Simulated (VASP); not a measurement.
**MnO: single point with PBEsol+U**

MnO:

```
Mn O
1.0
     3.37170    0.00000    0.00000
    -1.68585    2.91998    0.00000
     0.00000    0.00000    5.38550
Mn O
2 2
Direct
  0.66667 0.33333 0.51096
  0.33333 0.66667 0.01096
  0.66667 0.33333 0.87547
  0.33333 0.66667 0.37547
```

* Program: VASP 6.6.1
* Task: single point
* Functional: PBEsol
* Potentials or basis: VASP PAW PBE potentials, release 64 (Mn_pv, O)
* Cutoff: 520 eV
* k mesh: 9 × 9 × 5
* Occupations: fermi-dirac, width 0.05 eV
* Spin: collinear spin, ferromagnetic start
* Starting moments: [4.0, 4.0, 0.0, 0.0] μB
* Hubbard terms: Mn d U = 8.0 eV
* Dipole correction: no
* k mesh for the DOS: 14 × 14 × 8
* Occupations for the DOS: tetrahedron
* Further INCAR settings: ALGO = Fast; EDIFF = 1e-06; NBANDS = 31

The net moment is 10.00 μB per cell, the site moments are Mn +4.71; O +0.04 μB and the valence electrons inside the program's atomic spheres are Mn 11.46; O 5.03.

Levels at points of the mesh, in eV from the valence-band top:
Spin up:
```
           k point  band 22  band 23  band 24  band 25  band 26  band 27
(0.00, 0.00, 0.00)    -0.13    -0.05    -0.05     0.13     5.03     6.84
(0.50, 0.00, 0.00)    -2.54    -1.20    -0.73     5.23     5.46     6.64
(0.00, 0.00, 0.50)    -0.55    -0.55    -0.55     2.56     2.56     9.62
(0.50, 0.00, 0.50)    -1.51    -1.34    -1.34     4.90     4.90     7.54
```
Spin down:
```tsv
k point	band 11	band 12	band 13	band 14	band 15	band 16	band 17	band 18
(0.00, 0.00, 0.00)	-2.86	-2.86	-2.83	-2.83	1.10	4.77	5.77	5.77
(0.50, 0.00, 0.00)	-3.71	-3.13	-3.05	-2.88	3.82	4.18	5.00	5.94
(0.00, 0.00, 0.50)	-2.85	-2.85	-2.85	-2.85	3.17	3.17	6.44	6.44
(0.50, 0.00, 0.50)	-3.10	-3.10	-2.97	-2.97	4.12	4.12	5.76	5.76
```

Eigenvalues of the final occupation matrices:
```csv
site,spin,trace,eigenvalues
site 1 d,1,4.81,0.96 0.96 0.97 0.97 0.97
site 1 d,2,0.18,0.02 0.02 0.04 0.04 0.06
site 2 d,1,4.81,0.96 0.96 0.97 0.97 0.97
site 2 d,2,0.18,0.02 0.02 0.04 0.04 0.06
```

It took 9 min on 1 thread of Oxide Virtual Turin-like Processor (shared host), peak memory 0.35 GiB.

Caveat: the run started ferromagnetic, and an antiferromagnetic order may lie lower in energy. The state reached can hang on the start; a lower one may exist.
